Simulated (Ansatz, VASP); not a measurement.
# SrTiO3 in VASP and in Ansatz

Contents of INCAR:

```
SYSTEM = SrTiO3
PREC = Accurate
ENCUT = 520
EDIFF = 1E-6
ISMEAR = 0
SIGMA = 0.05
LREAL = .False.
LASPH = .True.
NELM = 60
ALGO = Normal
ISIF = 2
LWAVE = .False.
LCHARG = .False.
GGA = PE
NBANDS = 28
```

The input KPOINTS:

```
Automatic mesh
0
Gamma
  6 6 6
  0 0 0
```

The input POSCAR:

```
SrTiO3
1.0
    3.8285641300      0.0000000000      0.0000000000
    0.0000000000      3.8285641300      0.0000000000
    0.0000000000      0.0000000000      3.8285641300
Sr Ti O
1 1 3
Direct
    0.5000000000      0.5000000000      0.5000000000
    0.0000000000      0.0000000000      0.0000000000
    0.5000000000      0.0000000000      0.0000000000
    0.0000000000      0.5000000000      0.0000000000
    0.0000000000      0.0000000000      0.5000000000
```

Input for Ansatz:

```yaml
crystal:
  lattice:
    - [3.82856413, 0.0, 0.0]
    - [0.0, 3.82856413, 0.0]
    - [0.0, 0.0, 3.82856413]
  atoms:
    - { symbol: Sr, position: [0.5, 0.5, 0.5] }
    - { symbol: Ti, position: [0.0, 0.0, 0.0] }
    - { symbol: O, position: [0.5, 0.0, 0.0] }
    - { symbol: O, position: [0.0, 0.5, 0.0] }
    - { symbol: O, position: [0.0, 0.0, 0.5] }
basis:
  ecutwfc: 420
  ecutrho_ratio: 4
kpoints:
  mp_grid: { grid: [6, 6, 6] }
hamiltonian:
  xc: pbe
scf:
  occupations: { method: gaussian, width: 0.05 }
output:
  forces: true
  stress: true
  eigenvalues: true
```

Alike in both runs: task single point; functional PBE; k mesh 6 × 6 × 6; occupations gaussian, width 0.05 eV; no spin polarisation.

|  | VASP | Ansatz |
| --- | --- | --- |
| version | VASP 6.6.1 | Ansatz 0.2.0 |
| potentials or method | VASP PAW PBE potentials, release 64 (Sr_sv, Ti_sv, O), cutoff 520 eV | scalar-relativistic, plane waves, PAW |
| valence electrons in the cell | 40 | 40 |

Ansatz gave:

* gap on the k mesh at the Fermi level (eV): 2.00
* least direct gap on the mesh (eV): 2.30
* pressure (GPa): 17.0

Question: What did VASP give for the same quantities?

Answer: gap on the k mesh at the Fermi level (eV): 1.96; least direct gap on the mesh (eV): 2.28; pressure (GPa): 17.8.
